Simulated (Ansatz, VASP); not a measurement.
# GaN in VASP and in Ansatz

```xyz
4
Lattice="3.1890 0.0000 0.0000 -1.5945 2.7618 0.0000 0.0000 0.0000 5.1850" Properties=species:S:1:pos:R:3 pbc="T T T"
Ga    0.0000    1.8412    0.0000
Ga    1.5945    0.9206    2.5925
N     0.0000    1.8412    1.9547
N     1.5945    0.9206    4.5472
```

Alike in both runs: task relaxation of cell and atoms; functional PBE; k mesh 9 × 9 × 6; no spin polarisation.

```csv
,VASP,Ansatz
version,VASP 6.6.1,Ansatz 0.2.0
potentials or method,"VASP PAW PBE potentials, release 64 (Ga_d, N)","scalar-relativistic, plane waves, PAW"
plane-wave cutoff (eV),600,420
occupations,"gaussian, width 0.01 eV",fixed
valence electrons in the cell,36,36
```

```tsv
	VASP	Ansatz	Ansatz less VASP
gap on the k mesh at the Fermi level, each at its own relaxed structure (eV)	1.72	1.71	-0.005
relaxed volume (Å³/atom)	11.76	11.76	0.000
relaxed cell length with the largest relative difference (Å)	5.243	5.243	-0.0003
```
